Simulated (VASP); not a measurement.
Set up this calculation in VASP 6.6.1, as the native input.

- Task: electric field gradients
- Functional: PBE
- Potentials or basis: VASP PAW PBE potentials, release 64 (Zn, Se)
- Cutoff: 520 eV
- k mesh: 8 × 8 × 8
- Occupations: fermi-dirac, width 0.03 eV
- Spin: no spin polarisation
- Dipole correction: no
- Further INCAR settings: ALGO = Normal; EDIFF = 1e-08; NBANDS = 16

The structure of ZnSe lies in POSCAR:

```
ZnSe
1.0
    0.0000000000      2.7487860000      2.8338000000
    2.7487860000      0.0000000000      2.8338000000
    2.7487860000      2.7487860000      0.0000000000
Zn Se
1 1
Direct
    0.0000000000      0.0000000000      0.0000000000
    0.7500000000      0.7500000000      0.7500000000
```

This cell differs from its parent crystal: equal xx and yy strain of -3 %.

One way to write it, as run:

INCAR

```
PREC = Accurate
ENCUT = 520
EDIFF = 1E-8
ISMEAR = -1
SIGMA = 0.03
LREAL = F
LASPH = T
NELM = 80
ALGO = Normal
ISIF = 2
LWAVE = F
LCHARG = F
GGA = PE
LEFG = T
NBANDS = 16
```

KPOINTS

```
Automatic mesh
0
Gamma
  8 8 8
```

Potentials or basis: VASP PAW PBE potentials, release 64 (Zn, Se).

Run with:

```console
$ cat potpaw_PBE.64/Zn/POTCAR potpaw_PBE.64/Se/POTCAR > POTCAR
$ mpirun -np 1 vasp_std > vasp.out
```

It gave:

```yaml
Pressure: 7.0 GPa
Band_gap_on_the_k_mesh: 1.50 eV, direct
```

Caveat: the cell differs from its parent crystal (equal xx and yy strain of -3 %); without QUAD_EFG the Cq values of the log hold for a quadrupole moment of 1 mb, not for the nuclei.

Wall time 43 s on 1 thread of AMD EPYC 9R45 (Zen 5), on a shared host, peak memory 0.16 GiB.
